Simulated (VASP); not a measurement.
# SnMo (Fm-3m) in VASP: a series of runs

The runs below take SnMo through single point, with r2SCAN.

Everything below comes from runs of VASP 6.6.1. Logs are shortened: lines on timing, memory, paths and dates and some standing lists are left out, and cuts for length are marked.

## Step 1: The cell of the first run

Symmetry: Fm-3m, No. 225, cubic system. Conventional cell: a = 5.496 Å, b = 5.496 Å, c = 5.496 Å, α = 90.00°, β = 90.00°, γ = 90.00°. Within 3.6 Å of Sn (site symmetry m-3m) lie 6 Mo at 2.75 Å. Within 3.6 Å of Mo (site symmetry m-3m) lie 6 Sn at 2.75 Å.

## Step 2: Single point, r2SCAN

Input file POSCAR:

```
SnMo
1.0
    0.0000000000      2.7479477800      2.7479477800
    2.7479477800      0.0000000000      2.7479477800
    2.7479477800      2.7479477800      0.0000000000
Sn Mo
1 1
Direct
    0.5000000000      0.5000000000      0.5000000000
    0.0000000000      0.0000000000      0.0000000000
```

Input file INCAR.step1:

```
PREC = Accurate
ENCUT = 550
ISMEAR = 1
SIGMA = 0.2699
LREAL = False
LASPH = True
NELM = 120
NBANDS = 21
GGA = PE
ALGO = Normal
EDIFF = 1E-5
LWAVE = True
LCHARG = False
GGA_COMPAT = False
```

Input file INCAR.step2:

```
PREC = Accurate
ENCUT = 550
EDIFF = 1E-6
ISMEAR = 1
SIGMA = 0.2699
LREAL = False
LASPH = True
NELM = 120
ALGO = Normal
ISIF = 2
LWAVE = False
LCHARG = False
METAGGA = R2SCAN
LMIXTAU = True
NBANDS = 21
ISTART = 1
GGA_COMPAT = False
```

Input file KPOINTS:

```
Automatic mesh
0
Gamma
  6 6 6
```

Potentials or basis: VASP PAW PBE potentials, release 64 (Sn_d, Mo_sv).

On the command line:

```bash
$ cat potpaw_PBE.64/Sn_d/POTCAR potpaw_PBE.64/Mo_sv/POTCAR > POTCAR
$ cp INCAR.step1 INCAR
$ mpirun -np 1 vasp_std > vasp.out
$ cp INCAR.step2 INCAR
$ mpirun -np 1 vasp_std > vasp.out
```

OUTCAR:

```text
PREC = Accurate
   ENCUT = 550
   EDIFF = 1E-6
   ISMEAR = 1
   LREAL = False
   LASPH = True
   NELM = 120
   ISIF = 2
   METAGGA = R2SCAN
   ISTART = 1

 ion  position               nearest neighbor table
   1  0.500  0.500  0.500-   2 2.75   2 2.75   2 2.75   2 2.75   2 2.75   2 2.75
   2  0.000  0.000  0.000-   1 2.75   1 2.75   1 2.75   1 2.75   1 2.75   1 2.75

  LATTYP: Found a face centered cubic cell.
 ALAT       =     5.4958955600

  Lattice vectors:

 A1 = (   0.0000000000,   2.7479477800,   2.7479477800)
 A2 = (   2.7479477800,   0.0000000000,   2.7479477800)
 A3 = (   2.7479477800,   2.7479477800,   0.0000000000)

Analysis of symmetry for initial positions (statically):
=====================================================================
 Subroutine PRICEL returns:
 Original cell was already a primitive cell.

 Routine SETGRP: Setting up the symmetry group for a
 face centered cubic supercell.

 Subroutine GETGRP returns: Found 48 space group operations
 (whereof 48 operations were pure point group operations)
 out of a pool of 48 trial point group operations.

The static configuration has the point symmetry O_h .

Analysis of symmetry for dynamics (positions and initial velocities):
=====================================================================
 Subroutine PRICEL returns:
 Original cell was already a primitive cell.

 Routine SETGRP: Setting up the symmetry group for a
 face centered cubic supercell.

 Subroutine GETGRP returns: Found 48 space group operations
 (whereof 48 operations were pure point group operations)
 out of a pool of 48 trial point group operations.

The dynamic configuration has the point symmetry O_h .

 Subroutine INISYM returns: Found 48 space group operations
 (whereof 48 operations are pure point group operations),
 and found     1 'primitive' translations

----------------------------------------------------------------------------------------

                                     Primitive cell

  volume of cell :      41.5007

  direct lattice vectors                    reciprocal lattice vectors
     0.000000000  2.747947780  2.747947780    -0.181953967  0.181953967  0.181953967
     2.747947780  0.000000000  2.747947780     0.181953967 -0.181953967  0.181953967
     2.747947780  2.747947780  0.000000000     0.181953967  0.181953967 -0.181953967

  length of vectors
     3.886185019  3.886185019  3.886185019     0.315153516  0.315153516  0.315153516

  position of ions in fractional coordinates (direct lattice)
     0.500000000  0.500000000  0.500000000
     0.000000000  0.000000000  0.000000000

  ion indices of the primitive-cell ions
   primitive index   ion index
                 1           1
                 2           2

----------------------------------------------------------------------------------------

 KPOINTS: Automatic mesh

Automatic generation of k-mesh.
 Grid dimensions read from file:
 generate k-points for:    6    6    6

 Generating k-lattice:

  Cartesian coordinates                     Fractional coordinates (reciprocal lattice)
    -0.030325661  0.030325661  0.030325661     0.166666667  0.000000000  0.000000000
     0.030325661 -0.030325661  0.030325661     0.000000000  0.166666667  0.000000000
     0.030325661  0.030325661 -0.030325661     0.000000000  0.000000000  0.166666667

  Length of vectors
     0.052525586  0.052525586  0.052525586

  Shift w.r.t. Gamma in fractional coordinates (k-lattice)
     0.000000000  0.000000000  0.000000000

 Subroutine IBZKPT returns following result:
 ===========================================

 Found     16 irreducible k-points:

 Following reciprocal coordinates:
            Coordinates               Weight
  0.000000  0.000000  0.000000      1.000000
  0.166667  0.000000  0.000000      8.000000
  0.333333  0.000000  0.000000      8.000000
  0.500000  0.000000  0.000000      4.000000
  0.166667  0.166667  0.000000      6.000000
  0.333333  0.166667  0.000000     24.000000
[... 8 lines left out ...]
 -0.333333  0.333333  0.166667     24.000000
 -0.333333  0.500000  0.166667     12.000000
   k-points           NKPTS =     16   k-points in BZ     NKDIM =     16   number of bands    NBANDS=     21
   number of dos      NEDOS =    301   number of ions     NIONS =      2
   total plane-waves  NPLWV =  27000
   dimension x,y,z NGX =    30 NGY =   30 NGZ =   30
   dimension x,y,z NGXF=    60 NGYF=   60 NGZF=   60
   ions per type =               1   1
   NGX,Y,Z   is equivalent  to a cutoff of  12.83, 12.83, 12.83 a.u.
   NGXF,Y,Z  is equivalent  to a cutoff of  25.67, 25.67, 25.67 a.u.
 SYSTEM =  unknown system
   PREC   = accura    normal or accurate (medium, high low for compatibility)
   ISTART =      1    job   : 0-new  1-cont  2-samecut
   ICHARG =      0    charge: 1-file 2-atom 10-const
   ISPIN  =      1    spin polarized calculation?
   LNONCOLLINEAR =      F non collinear calculations
   LSORBIT =      F    spin-orbit coupling
   LASPH  =      T    aspherical Exc in radial PAW
   ENCUT  =  550.0 eV  40.42 Ry    6.36 a.u.   7.43  7.43  7.43*2*pi/ulx,y,z
   NELM   =    120;   NELMIN=  2; NELMDL=  0     # of ELM steps
   EDIFF  = 0.1E-05   stopping-criterion for ELM
   LREAL  =      F    real-space projection
   EDIFFG = 0.1E-04   stopping-criterion for IOM
   NSW    =      0    number of steps for IOM
   IBRION =     -1    ionic relax: 0-MD 1-quasi-New 2-CG
   NFREE  =      0    steps in history (QN), initial steepest desc. (CG)
   ISIF   =      2    stress and relaxation
   ISYM   =      2    0-nonsym 1-usesym 2-fastsym
   POTIM  = 0.5000    time-step for ionic-motion
   TEBEG  =    0.0;   TEEND  =   0.0 temperature during run
   PSTRESS=    0.0 pullay stress
   NELECT =      28.0000    total number of electrons
   NUPDOWN=      -1.0000    fix difference up-down
   EMIN   =  10.00;   EMAX   =-10.00  energy-range for DOS
   EFERMI =   0.00;   METHOD = LEGACY
   ISMEAR =     1;   SIGMA  =   0.27  broadening in eV -4-tet -1-fermi 0-gaus
   EFERMI_NEDOS =   21; number of points for ismear=-14 and -15
   IALGO  =     38    algorithm
   IMIX   =      4    mixing-type and parameters
     AMIX     =   0.40;   BMIX     =  1.00
     AMIX_MAG =   1.60;   BMIX_MAG =  1.00
  volume/ion in A,a.u.               =      20.75       140.03
  Fermi-wavevector in a.u.,A,eV,Ry     =   1.435850  2.713363 28.050653  2.061665
  Thomas-Fermi vector in A             =   2.555103
   LORBIT       =      0    0 simple, 1 ext, 2 COOP (PROOUT), +10 PAW based schemes
   METAGGA = R2SCAN    functional components
   LHFCALC =     F    Hartree Fock is set to
   AEXX    =    0.0000 exact exchange contribution
   IVDW    =     0    specifies the selected vdW correction
   LEPSILON=     F    determine dielectric tensor
   LRPA    =     F    only Hartree local field effects (RPA)
 non-spin polarized calculation
 Methfessel and Paxton  Order N= 1 SIGMA  =   0.27
  energy-cutoff  :      550.00
  volume of cell :       41.50
 maximum number of plane-waves:      1243
 NGX is ok and might be reduce to    30
   NGX = 15   NGY = 15   NGZ = 15

 number of electron      27.9999995 magnetization

 Free energy of the ion-electron system (eV)
  ---------------------------------------------------
  ext. energy  EPLUGINS =         0.00000000
  ---------------------------------------------------
  free energy    TOTEN  =       -48.87010731 eV

  energy without entropy =      -48.86690208  energy(sigma->0) =      -48.86903890

 E-fermi :   9.8779     XC(G=0): -12.6152

 val. band max:        9.8371273642   @ k =   0.5000   0.5000   0.0000
 cond. band min:       9.9046702933   @ k =  -0.3333   0.3333   0.0000
 fundamental gap:      0.0675429291
 Fermi energy:         9.8778821840

 k-point     1 :       0.0000    0.0000    0.0000
  band No.  band energies     occupation
      1     -52.9897      2.00000
      2     -26.3899      2.00000
      3     -26.3899      2.00000
      4     -26.3899      2.00000
      5     -12.0136      2.00000
      6     -12.0136      2.00000
[... 13 lines left out ...]
     20      19.9664      0.00000
     21      23.0629      0.00000

 k-point     2 :       0.1667    0.0000    0.0000
  band No.  band energies     occupation
      1     -52.9887      2.00000
      2     -26.4069      2.00000
      3     -26.3943      2.00000
      4     -26.3943      2.00000
      5     -11.9955      2.00000
      6     -11.9955      2.00000
[... 13 lines left out ...]
     20      20.4401      0.00000
     21      21.3176      0.00000

 k-point     3 :       0.3333    0.0000    0.0000
  band No.  band energies     occupation
      1     -52.9866      2.00000
      2     -26.4407      2.00000
      3     -26.4031      2.00000
      4     -26.4031      2.00000
      5     -11.9606      2.00000
      6     -11.9606      2.00000
[... 13 lines left out ...]
     20      19.1249      0.00000
     21      19.1249      0.00000

 k-point     4 :       0.5000    0.0000    0.0000
  band No.  band energies     occupation
      1     -52.9856      2.00000
      2     -26.4575      2.00000
      3     -26.4076      2.00000
      4     -26.4076      2.00000
      5     -11.9439      2.00000
      6     -11.9439      2.00000
[... 13 lines left out ...]
     20      18.0891      0.00000
     21      18.0891      0.00000

 k-point     5 :       0.1667    0.1667    0.0000
  band No.  band energies     occupation
      1     -52.9884      2.00000
      2     -26.4101      2.00000
      3     -26.3960      2.00000
      4     -26.3960      2.00000
      5     -12.0059      2.00000
      6     -11.9825      2.00000
[... 13 lines left out ...]
     20      19.4939      0.00000
     21      21.5862      0.00000

 k-point     6 :       0.3333    0.1667    0.0000
  band No.  band energies     occupation
      1     -52.9867      2.00000
      2     -26.4325      2.00000
      3     -26.4050      2.00000
      4     -26.4034      2.00000
      5     -11.9844      2.00000
      6     -11.9634      2.00000
[... 13 lines left out ...]
     20      18.8110      0.00000
     21      21.1436      0.00000

 k-point     7 :       0.5000    0.1667    0.0000
  band No.  band energies     occupation
      1     -52.9854      2.00000
      2     -26.4498      2.00000
      3     -26.4142      2.00000
      4     -26.4091      2.00000
      5     -11.9582      2.00000
      6     -11.9526      2.00000
[... 13 lines left out ...]
     20      19.9457      0.00000
     21      20.6533      0.00000

 k-point     8 :      -0.3333    0.1667    0.0000
  band No.  band energies     occupation
      1     -52.9857      2.00000
      2     -26.4458      2.00000
      3     -26.4134      2.00000
      4     -26.4074      2.00000
      5     -11.9716      2.00000
      6     -11.9411      2.00000
[... 13 lines left out ...]
     20      19.7853      0.00000
     21      20.0266      0.00000

 k-point     9 :      -0.1667    0.1667    0.0000
  band No.  band energies     occupation
      1     -52.9873      2.00000
      2     -26.4251      2.00000
      3     -26.4027      2.00000
      4     -26.4000      2.00000
      5     -11.9900      2.00000
      6     -11.9625      2.00000
[... 13 lines left out ...]
     20      18.7357      0.00000
     21      19.9493      0.00000

 k-point    10 :       0.3333    0.3333    0.0000
  band No.  band energies     occupation
      1     -52.9859      2.00000
      2     -26.4387      2.00000
      3     -26.4079      2.00000
      4     -26.4079      2.00000
      5     -11.9905      2.00000
      6     -11.9778      2.00000
[... 13 lines left out ...]
     20      19.4246      0.00000
     21      23.0407      0.00000

 k-point    11 :       0.5000    0.3333    0.0000
  band No.  band energies     occupation
      1     -52.9849      2.00000
      2     -26.4430      2.00000
      3     -26.4190      2.00000
      4     -26.4122      2.00000
      5     -11.9881      2.00000
      6     -11.9723      2.00000
[... 13 lines left out ...]
     20      19.7868      0.00000
     21      23.0009      0.00000

 k-point    12 :      -0.3333    0.3333    0.0000
  band No.  band energies     occupation
      1     -52.9848      2.00000
      2     -26.4369      2.00000
      3     -26.4314      2.00000
      4     -26.4119      2.00000
      5     -11.9850      2.00000
      6     -11.9469      2.00000
[... 13 lines left out ...]
     20      21.4977      0.00000
     21      21.7493      0.00000

 k-point    13 :       0.5000    0.5000    0.0000
  band No.  band energies     occupation
      1     -52.9847      2.00000
      2     -26.4471      2.00000
      3     -26.4137      2.00000
      4     -26.4137      2.00000
      5     -12.0036      2.00000
      6     -11.9828      2.00000
[... 13 lines left out ...]
     20      19.6862      0.00000
     21      23.7734      0.00000

 k-point    14 :       0.5000    0.3333    0.1667
  band No.  band energies     occupation
      1     -52.9855      2.00000
      2     -26.4407      2.00000
      3     -26.4158      2.00000
      4     -26.4106      2.00000
      5     -11.9831      2.00000
      6     -11.9541      2.00000
[... 13 lines left out ...]
     20      19.6429      0.00000
     21      19.9098      0.00000

 k-point    15 :      -0.3333    0.3333    0.1667
  band No.  band energies     occupation
      1     -52.9848      2.00000
      2     -26.4407      2.00000
      3     -26.4249      2.00000
      4     -26.4147      2.00000
      5     -11.9845      2.00000
      6     -11.9474      2.00000
[... 13 lines left out ...]
     20      20.1397      0.00000
     21      21.8194      0.00000

 k-point    16 :      -0.3333    0.5000    0.1667
  band No.  band energies     occupation
      1     -52.9846      2.00000
      2     -26.4389      2.00000
      3     -26.4222      2.00000
      4     -26.4195      2.00000
      5     -11.9988      2.00000
      6     -11.9585      2.00000
[... 13 lines left out ...]
     20      19.9366      0.00000
     21      21.9070      0.00000

------------------------ aborting loop because EDIFF is reached ----------------------------------------

  FORCE on cell =-STRESS in cart. coord.  units (eV):
  Direction    XX          YY          ZZ          XY          YZ          ZX
  --------------------------------------------------------------------------------------
  -------------------------------------------------------------------------------------
  Total        0.0052039      0.0052039      0.0052039     -0.0000000      0.0000000     -0.0000000
  in kB        0.2009024      0.2009024      0.2009024     -0.0000000      0.0000000     -0.0000000
  external PRESSURE =       0.2009024 kB  Pullay stress =       0.0000000 kB

 VOLUME and BASIS-vectors are now :
 -----------------------------------------------------------------------------
  energy-cutoff  :      550.00
  volume of cell :       41.50
      direct lattice vectors                 reciprocal lattice vectors
     0.000000000  2.747947780  2.747947780    -0.181953967  0.181953967  0.181953967
     2.747947780  0.000000000  2.747947780     0.181953967 -0.181953967  0.181953967
     2.747947780  2.747947780  0.000000000     0.181953967  0.181953967 -0.181953967

 POSITION                                       TOTAL-FORCE (eV/Angst)
 -----------------------------------------------------------------------------------
      2.74795      2.74795      2.74795         0.000000      0.000000      0.000000
      0.00000      0.00000      0.00000        -0.000000     -0.000000     -0.000000
 -----------------------------------------------------------------------------------
    total drift:                                0.000000      0.000000      0.000000

  FREE ENERGIE OF THE ION-ELECTRON SYSTEM (eV)
  ---------------------------------------------------
  free  energy   TOTEN  =       -48.8701073148 eV

  energy  without entropy=      -48.8669020783  energy(sigma->0) =      -48.86903890
```

Run time: 51 s. Hardware: 1 thread of Intel Xeon Platinum 8488C (Sapphire Rapids), shared host; peak memory 0.17 GiB.

What came out:

| Item | Value |
| --- | --- |
| Free energy | -48.8701 eV |
| Pressure | 0.0 GPa |
| Band gap on the k mesh | zero (bands 14 and 15 overlap by 1.46 eV) |

Levels at points of the mesh, in eV from the Fermi level:
```
           k point  band 12  band 13  band 14  band 15  band 16  band 17
(0.00, 0.00, 0.00)    -1.13    -1.13    -0.67    -0.67     3.47     3.47
(0.50, 0.00, 0.00)    -3.02    -3.02     0.14     0.14     1.09     5.75
(0.50, 0.50, 0.00)    -2.37    -0.04     0.16     0.16     0.68     0.68
```

Caveat: the PAW data sets were made with another functional, which shifts forces and pressure a little; spin-orbit coupling is left out, which moves the levels of the heavy elements.

## Step 3: Single point, r2SCAN

POSCAR is that of step 2.

Input file INCAR.step1:

```
SYSTEM = SnMo
PREC = Accurate
ENCUT = 550
ISMEAR = -4
SIGMA = 0.1
LREAL = .False.
LASPH = .True.
NELM = 120
NBANDS = 21
GGA = PE
ALGO = Normal
EDIFF = 1E-5
LWAVE = .True.
LCHARG = .False.
GGA_COMPAT = .False.
```

Input file INCAR.step2:

```
SYSTEM = SnMo
PREC = Accurate
ENCUT = 550
EDIFF = 1E-6
ISMEAR = -4
SIGMA = 0.1
LREAL = .False.
LASPH = .True.
NELM = 120
ALGO = Normal
ISIF = 2
LWAVE = .False.
LCHARG = .True.
METAGGA = R2SCAN
LMIXTAU = .True.
LELF = .True.
LVHAR = .True.
NBANDS = 21
ISTART = 1
GGA_COMPAT = .False.
```

Input file KPOINTS:

```
Automatic mesh
0
Gamma
  6 6 6
  0 0 0
```

Potentials or basis: VASP PAW PBE potentials, release 64 (Sn_d, Mo_sv).

On the command line:

```bash
$ cat potpaw_PBE.64/Sn_d/POTCAR potpaw_PBE.64/Mo_sv/POTCAR > POTCAR
$ cp INCAR.step1 INCAR
$ mpirun -np 1 vasp_std > vasp.out
$ cp INCAR.step2 INCAR
$ mpirun -np 1 vasp_std > vasp.out
```

Wall time 48 s (1 thread of Intel Xeon Platinum 8488C (Sapphire Rapids), shared host); peak memory 0.17 GiB.

The run converged. Its results:

| Quantity | Value |
| --- | --- |
| Free energy | -48.7892 eV |
| Pressure | 0.3 GPa |
| Band gap on the k mesh | zero (bands 14 and 15 overlap by 1.46 eV) |

Levels at points of the mesh, in eV from the Fermi level:
```
           k point  band 10  band 11  band 12  band 13  band 14  band 15  band 16  band 17  band 18  band 19
(0.00, 0.00, 0.00)   -10.77    -1.12    -1.12    -1.12    -0.66    -0.66     3.46     3.46     3.46     8.12
(0.50, 0.00, 0.00)    -7.52    -5.67    -3.02    -3.02     0.14     0.14     1.09     5.74     7.67     7.67
(0.50, 0.50, 0.00)    -8.19    -3.65    -2.37    -0.03     0.15     0.15     0.69     0.69     2.20     5.79
```

Caveat: the PAW data sets were made with another functional, which shifts forces and pressure a little; spin-orbit coupling is left out, which moves the levels of the heavy elements.

## Step 4: Single point, r2SCAN

POSCAR is that of step 3.

Input file INCAR.step1:

```
ALGO = Normal
EDIFF = 1E-5
ENCUT = 550
GGA = PE
GGA_COMPAT = False
ISMEAR = -4
LASPH = True
LCHARG = False
LREAL = False
LWAVE = True
NBANDS = 21
NELM = 120
PREC = Accurate
SIGMA = 0.1
```

Input file INCAR.step2:

```
ALGO = Normal
EDIFF = 1E-6
ENCUT = 550
GGA_COMPAT = False
ISIF = 2
ISMEAR = -4
ISTART = 1
LASPH = True
LCHARG = False
LMIXTAU = True
LREAL = False
LWAVE = False
METAGGA = R2SCAN
NBANDS = 21
NELM = 120
PREC = Accurate
SIGMA = 0.1
```

Input file KPOINTS:

```
k-points
0
Gamma
  6 6 6
```

On the command line:

```bash
$ cat potpaw_PBE.64/Sn_d/POTCAR potpaw_PBE.64/Mo_sv/POTCAR > POTCAR
$ cp INCAR.step1 INCAR
$ mpirun -np 1 vasp_std > vasp.out
$ cp INCAR.step2 INCAR
$ mpirun -np 1 vasp_std > vasp.out
```

It took 48 s on 1 thread of Intel Xeon Platinum 8488C (Sapphire Rapids), shared host; peak memory 0.17 GiB.

Results (log left out):

```yaml
Free_energy: -48.7892 eV
Pressure: 0.3 GPa
Band_gap_on_the_k_mesh: zero (bands 14 and 15 overlap by 1.46 eV)
```

Levels at points of the mesh, in eV from the Fermi level:
| k point | band 12 | band 13 | band 14 | band 15 | band 16 | band 17 |
| --- | --- | --- | --- | --- | --- | --- |
| (0.00, 0.00, 0.00) | -1.12 | -1.12 | -0.66 | -0.66 | 3.46 | 3.46 |
| (0.50, 0.00, 0.00) | -3.02 | -3.02 | 0.14 | 0.14 | 1.09 | 5.74 |
| (0.50, 0.50, 0.00) | -2.37 | -0.03 | 0.15 | 0.15 | 0.69 | 0.69 |

Caveat: the PAW data sets were made with another functional, which shifts forces and pressure a little; spin-orbit coupling is left out, which moves the levels of the heavy elements.

(Continued in part 2 of 2.)
